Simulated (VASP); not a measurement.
# Si (P6_3/mmc) in VASP: relaxation of shape and atoms at fixed volume with r2SCAN

Aim: the relaxation of shape and atoms at fixed volume of Si with r2SCAN.

All numbers are computed with VASP 6.6.1; they aren't measurements. Logs are shortened: lines on timing, memory, paths and dates and some standing lists are left out, and cuts for length are marked.

## Step 1: The cell of the first run

Symmetry: P6_3/mmc, No. 194, hexagonal system. Conventional cell: a = 3.915 Å, b = 3.915 Å, c = 12.872 Å, α = 90.00°, β = 90.00°, γ = 120.00°. Within 3.2 Å of Si (site symmetry 3m) lie 4 Si at 2.40 Å. Within 3.2 Å of Si (site symmetry 3m) lie 4 Si at 2.40 to 2.42 Å.

This isn't the form of Si at room conditions, which is diamond.

## Step 2: Relaxation of shape and atoms at fixed volume, r2SCAN (21.36 Å³/atom)

POSCAR

```
Si
1.0
    3.9154695853      0.0000000000      0.0000000000
   -1.9577347926      3.3908961286      0.0000000000
    0.0000000000      0.0000000000     12.8722899587
Si
8
Direct
    0.0000000000      0.0000000000      0.4068024715
    0.0000000000      0.0000000000      0.9068024715
    0.0000000000      0.0000000000      0.0931975285
    0.0000000000      0.0000000000      0.5931975285
    0.3333333333      0.6666666667      0.3440771147
    0.6666666667      0.3333333333      0.8440771147
    0.3333333333      0.6666666667      0.1559228853
    0.6666666667      0.3333333333      0.6559228853
```

INCAR.step1

```
ALGO     = Normal         # electronic algorithm
EDIFF    = 1E-4           # SCF threshold, eV
ENCUT    = 600            # plane-wave cutoff, eV
GGA      = PE             # functional
ISMEAR   = 0              # smearing method
LASPH    = T              # aspherical terms in the spheres
LCHARG   = F              # write CHGCAR
LREAL    = F              # projectors in reciprocal space
LWAVE    = T              # write WAVECAR
NELM     = 80             # most SCF steps
PREC     = Accurate       # precision mode
SIGMA    = 0.02           # smearing width, eV
```

INCAR.step2

```
ALGO     = Normal         # electronic algorithm
EDIFF    = 1E-7           # SCF threshold, eV
EDIFFG   = -0.01          # ionic threshold
ENCUT    = 600            # plane-wave cutoff, eV
IBRION   = 2              # ionic algorithm
ISIF     = 4              # what is computed and relaxed
ISMEAR   = 0              # smearing method
ISTART   = 1            
LASPH    = T              # aspherical terms in the spheres
LCHARG   = F              # write CHGCAR
LMIXTAU  = T            
LREAL    = F              # projectors in reciprocal space
LWAVE    = F              # write WAVECAR
METAGGA  = R2SCAN         # meta-GGA
NELM     = 80             # most SCF steps
NSW      = 50             # ionic steps
PREC     = Accurate       # precision mode
SIGMA    = 0.02           # smearing width, eV
```

KPOINTS

```
k-points
0
Gamma
  12 12 2
```

Potentials or basis: VASP PAW PBE potentials, release 64 (Si).

Command:

```sh
> cat potpaw_PBE.64/Si/POTCAR > POTCAR
> cp INCAR.step1 INCAR
> mpirun -np 1 vasp_std > vasp.out
> cp INCAR.step2 INCAR
> mpirun -np 1 vasp_std > vasp.out
```

OUTCAR:

```text
EDIFF = 1E-7
   EDIFFG = -0.01
   ENCUT = 600
   IBRION = 2
   ISIF = 4
   ISMEAR = 0
   ISTART = 1
   LASPH = T
   LREAL = F
   METAGGA = R2SCAN
   NELM = 80
   NSW = 50
   PREC = Accurate

 ion  position               nearest neighbor table
   1  0.000  0.000  0.407-   4 2.40   5 2.40   5 2.40   5 2.40
   2  0.000  0.000  0.907-   3 2.40   6 2.40   6 2.40   6 2.40
   3  0.000  0.000  0.093-   2 2.40   7 2.40   7 2.40   7 2.40
   4  0.000  0.000  0.593-   1 2.40   8 2.40   8 2.40   8 2.40
   5  0.333  0.667  0.344-   1 2.40   1 2.40   1 2.40   7 2.42
   6  0.667  0.333  0.844-   2 2.40   2 2.40   2 2.40   8 2.42
   7  0.333  0.667  0.156-   3 2.40   3 2.40   3 2.40   5 2.42
   8  0.667  0.333  0.656-   4 2.40   4 2.40   4 2.40   6 2.42

  LATTYP: Found a hexagonal cell.
 ALAT       =     3.9154695853
 C/A-ratio  =     3.2875469157

  Lattice vectors:

 A1 = (   3.9154695853,   0.0000000000,   0.0000000000)
 A2 = (  -1.9577347926,   3.3908961286,   0.0000000000)
 A3 = (   0.0000000000,   0.0000000000,  12.8722899587)

Analysis of symmetry for initial positions (statically):
=====================================================================
 Subroutine PRICEL returns:
 Original cell was already a primitive cell.

 Routine SETGRP: Setting up the symmetry group for a
 hexagonal supercell.

 Subroutine GETGRP returns: Found 24 space group operations
 (whereof 12 operations were pure point group operations)
 out of a pool of 24 trial point group operations.

The static configuration has the point symmetry D_3d.
 The point group associated with its full space group is D_6h.

Analysis of symmetry for dynamics (positions and initial velocities):
=====================================================================
 Subroutine PRICEL returns:
 Original cell was already a primitive cell.

 Routine SETGRP: Setting up the symmetry group for a
 hexagonal supercell.

 Subroutine GETGRP returns: Found 24 space group operations
 (whereof 12 operations were pure point group operations)
 out of a pool of 24 trial point group operations.

The dynamic configuration has the point symmetry D_3d.
 The point group associated with its full space group is D_6h.

 Subroutine INISYM returns: Found 24 space group operations
 (whereof 12 operations are pure point group operations),
 and found     1 'primitive' translations

----------------------------------------------------------------------------------------

                                     Primitive cell

  volume of cell :     170.9048

  direct lattice vectors                    reciprocal lattice vectors
     3.915469585  0.000000000  0.000000000     0.255397208  0.147453647  0.000000000
    -1.957734793  3.390896129  0.000000000     0.000000000  0.294907294  0.000000000
     0.000000000  0.000000000 12.872289959     0.000000000  0.000000000  0.077686255

  length of vectors
     3.915469585  3.915469585 12.872289959     0.294907294  0.294907294  0.077686255

  position of ions in fractional coordinates (direct lattice)
     0.000000000  0.000000000  0.406802472
     0.000000000  0.000000000  0.906802472
     0.000000000  0.000000000  0.093197528
     0.000000000  0.000000000  0.593197528
     0.333333333  0.666666667  0.344077115
     0.666666667  0.333333333  0.844077115
     0.333333333  0.666666667  0.155922885
     0.666666667  0.333333333  0.655922885

  ion indices of the primitive-cell ions
   primitive index   ion index
                 1           1
                 2           2
                 3           3
                 4           4
                 5           5
                 6           6
                 7           7
[... 89 lines left out ...]
   EFERMI_NEDOS =   21; number of points for ismear=-14 and -15
   IALGO  =     38    algorithm
   IMIX   =      4    mixing-type and parameters
     AMIX     =   0.40;   BMIX     =  1.00
     AMIX_MAG =   1.60;   BMIX_MAG =  1.00
  volume/ion in A,a.u.               =      21.36       144.17
  Fermi-wavevector in a.u.,A,eV,Ry     =   0.936570  1.769860 11.934525  0.877163
  Thomas-Fermi vector in A             =   2.063593
   LORBIT       =      0    0 simple, 1 ext, 2 COOP (PROOUT), +10 PAW based schemes
   METAGGA = R2SCAN    functional components
   LHFCALC =     F    Hartree Fock is set to
   AEXX    =    0.0000 exact exchange contribution
   IVDW    =     0    specifies the selected vdW correction
   LEPSILON=     F    determine dielectric tensor
   LRPA    =     F    only Hartree local field effects (RPA)
 conjugate gradient relaxation of ions
 non-spin polarized calculation
 Gauss-broadening in eV      SIGMA  =   0.02
  energy-cutoff  :      600.00
  volume of cell :      170.90
 maximum number of plane-waves:      5730
 NGX is ok and might be reduce to    32
   NGX = 15   NGY = 15   NGZ = 51

--------------------------------------- Ionic step        1  -------------------------------------------

 number of electron      32.0000000 magnetization

 Free energy of the ion-electron system (eV)
  ---------------------------------------------------
  ext. energy  EPLUGINS =         0.00000000
  ---------------------------------------------------
  free energy    TOTEN  =       -69.99240342 eV

  energy without entropy =      -69.99240342  energy(sigma->0) =      -69.99240342

------------------------ aborting loop because EDIFF is reached ----------------------------------------

  FORCE on cell =-STRESS in cart. coord.  units (eV):
  Direction    XX          YY          ZZ          XY          YZ          ZX
  --------------------------------------------------------------------------------------
  -------------------------------------------------------------------------------------
  Total       -5.5283213     -5.5283213     -5.5852436     -0.0000000      0.0000000      0.0000000
  in kB      -51.8262401    -51.8262401    -52.3598681     -0.0000000      0.0000000      0.0000000
  external PRESSURE =     -52.0041161 kB  Pullay stress =       0.0000000 kB

 VOLUME and BASIS-vectors are now :
 -----------------------------------------------------------------------------
  energy-cutoff  :      600.00
  volume of cell :      170.90
      direct lattice vectors                 reciprocal lattice vectors
     3.915469585  0.000000000  0.000000000     0.255397208  0.147453647  0.000000000
    -1.957734793  3.390896129  0.000000000     0.000000000  0.294907294  0.000000000
     0.000000000  0.000000000 12.872289959     0.000000000  0.000000000  0.077686255

 POSITION                                       TOTAL-FORCE (eV/Angst)
 -----------------------------------------------------------------------------------
      0.00000      0.00000      5.23648         0.000000     -0.000000     -0.004178
      0.00000      0.00000     11.67262         0.000000      0.000000     -0.004178
      0.00000      0.00000      1.19967        -0.000000      0.000000      0.004178
      0.00000      0.00000      7.63581         0.000000     -0.000000      0.004178
     -0.00000      2.26060      4.42906         0.000000     -0.000000      0.016917
      1.95773      1.13030     10.86521        -0.000000     -0.000000      0.016917
     -0.00000      2.26060      2.00708         0.000000      0.000000     -0.016917
      1.95773      1.13030      8.44323        -0.000000      0.000000     -0.016917
 -----------------------------------------------------------------------------------
    total drift:                               -0.000000     -0.000000     -0.000000

  FREE ENERGIE OF THE ION-ELECTRON SYSTEM (eV)
  ---------------------------------------------------
  free  energy   TOTEN  =       -69.9924034218 eV

  energy  without entropy=      -69.9924034218  energy(sigma->0) =      -69.99240342

--------------------------------------- Ionic step        2  -------------------------------------------

 number of electron      32.0000000 magnetization

 Free energy of the ion-electron system (eV)
  ---------------------------------------------------
  ext. energy  EPLUGINS =         0.00000000
  ---------------------------------------------------
  free energy    TOTEN  =       -69.99244751 eV

  energy without entropy =      -69.99244751  energy(sigma->0) =      -69.99244751

 E-fermi :   5.3324     XC(G=0):  -9.5974

 val. band max:        5.2020523019   @ k =   0.0000   0.0000   0.0000
 cond. band min:       6.0781931885   @ k =   0.4167   0.0000   0.0000
 fundamental gap:      0.8761408865
 Fermi energy:         5.3323836575

 k-point     1 :       0.0000    0.0000    0.0000
  band No.  band energies     occupation
      1      -6.9895      2.00000
      2      -6.2096      2.00000
      3      -6.1889      2.00000
      4      -4.7222      2.00000
      5      -1.8711      2.00000
      6       1.0947      2.00000
[... 565 lines left out ...]
     20       7.4099      0.00000
     21       8.0625      0.00000

 [... further k-points ...]

------------------------ aborting loop because EDIFF is reached ----------------------------------------

  FORCE on cell =-STRESS in cart. coord.  units (eV):
  Direction    XX          YY          ZZ          XY          YZ          ZX
  --------------------------------------------------------------------------------------
  -------------------------------------------------------------------------------------
  Total       -5.5347286     -5.5347286     -5.5698808     -0.0000000      0.0000000     -0.0000000
  in kB      -51.8863068    -51.8863068    -52.2158474     -0.0000000      0.0000000     -0.0000000
  external PRESSURE =     -51.9961537 kB  Pullay stress =       0.0000000 kB

 VOLUME and BASIS-vectors are now :
 -----------------------------------------------------------------------------
  energy-cutoff  :      600.00
  volume of cell :      170.90
      direct lattice vectors                 reciprocal lattice vectors
     3.915917645 -0.000000000  0.000000000     0.255367985  0.147436775  0.000000000
    -1.957958822  3.391284160 -0.000000000     0.000000000  0.294873550  0.000000000
    -0.000000000  0.000000000 12.869344431    -0.000000000  0.000000000  0.077704036

 POSITION                                       TOTAL-FORCE (eV/Angst)
 -----------------------------------------------------------------------------------
      1.95796      3.39128      5.23508         0.000000      0.000000      0.001159
     -0.00000      0.00000     11.66975         0.000000     -0.000000      0.001159
      3.91592     -0.00000      1.19959        -0.000000      0.000000     -0.001159
     -1.95796      3.39128      7.63426         0.000000     -0.000000     -0.001159
     -0.00000      2.26086      4.42886         0.000000     -0.000000      0.003229
      1.95796      1.13043     10.86354         0.000000     -0.000000      0.003229
     -0.00000      2.26086      2.00581        -0.000000      0.000000     -0.003229
      1.95796      1.13043      8.44048        -0.000000      0.000000     -0.003229
 -----------------------------------------------------------------------------------
    total drift:                               -0.000000      0.000000      0.000000

  FREE ENERGIE OF THE ION-ELECTRON SYSTEM (eV)
  ---------------------------------------------------
  free  energy   TOTEN  =       -69.9924475147 eV

  energy  without entropy=      -69.9924475147  energy(sigma->0) =      -69.99244751

 reached required accuracy - stopping structural energy minimisation
```

It took 21 min on 1 thread of Oxide Virtual Turin-like, shared host; peak memory 0.39 GiB.

What came out:

```
Free energy                  : -69.9924 eV
Energy gained by relaxing    : 0.0 meV/atom
Ionic steps                  : 2
Pressure after relaxing      : -5.2 GPa
Largest force after relaxing : 0.003 eV/Å
Band gap on the k mesh       : 0.88 eV (least direct gap 1.42 eV)
```

Forces on the atoms (eV/Å):
```
Si   0.000  0.000  0.001
Si   0.000  0.000  0.001
Si   0.000  0.000 -0.001
Si   0.000  0.000 -0.001
Si   0.000  0.000  0.003
Si   0.000  0.000  0.003
Si   0.000  0.000 -0.003
Si   0.000  0.000 -0.003
```

Final structure:
```yaml
crystal:
  lattice:
    - [3.91592, 0.00000, 0.00000]
    - [-1.95796, 3.39128, 0.00000]
    - [0.00000, 0.00000, 12.86934]
  atoms:
    - { symbol: Si, position: [0.00000, 0.00000, 0.40679] }
    - { symbol: Si, position: [0.00000, 0.00000, 0.90679] }
    - { symbol: Si, position: [0.00000, 0.00000, 0.09321] }
    - { symbol: Si, position: [0.00000, 0.00000, 0.59321] }
    - { symbol: Si, position: [0.33333, 0.66667, 0.34414] }
    - { symbol: Si, position: [0.66667, 0.33333, 0.84414] }
    - { symbol: Si, position: [0.33333, 0.66667, 0.15586] }
    - { symbol: Si, position: [0.66667, 0.33333, 0.65586] }
```

Levels at points of the mesh, in eV from the valence-band top:
```tsv
k point	band 14	band 15	band 16	band 17	band 18	band 19
(0.00, 0.00, 0.00)	-0.15	0.00	0.00	1.42	1.89	2.25
(0.50, 0.00, 0.00)	-2.23	-1.70	-1.32	0.89	1.02	1.29
(0.00, 0.00, 0.50)	-0.30	-0.30	-0.30	1.57	1.57	2.69
(0.50, 0.00, 0.50)	-2.42	-1.67	-1.67	1.06	1.06	2.18
```

Caveat: the PAW data sets were made with another functional, which shifts forces and pressure a little.
